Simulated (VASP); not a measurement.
Runs of VASP 6.6.1 on BaZrO3. The structure is that of space group Pm-3m (No. 221), or close to it. The cells are those of the table. 

```csv
spin,cell,k mesh,pressure (GPa),moment (μB)
"non-collinear, zero start, SOC","a = 4.182 Å, 5 atoms",6 × 6 × 6,6.3,0.00
"non-collinear, zero start, SOC","a = 4.182 Å, 5 atoms",4 × 4 × 4,6.3,0.00
"non-collinear, zero start, SOC","a = 4.250 Å, 5 atoms",4 × 4 × 4,-1.4,0.00
"non-collinear, zero start, SOC","a = 4.125 Å, 5 atoms",4 × 4 × 4,(a),0.00
off,"a = 4.182 Å, 5 atoms",8 × 8 × 8,6.3,-
```

Alike in all rows: task single point; level PBE; potentials or basis VASP PAW PBE potentials, release 64 (Ba_sv, Zr_sv, O); cutoff (eV) 520; smearing gaussian 0.05 eV.

Q: Estimate the missing entries.

A: (a) 14.2.

Caveats: some runs use coarse meshes; the cell stands under pressure (at least some runs).
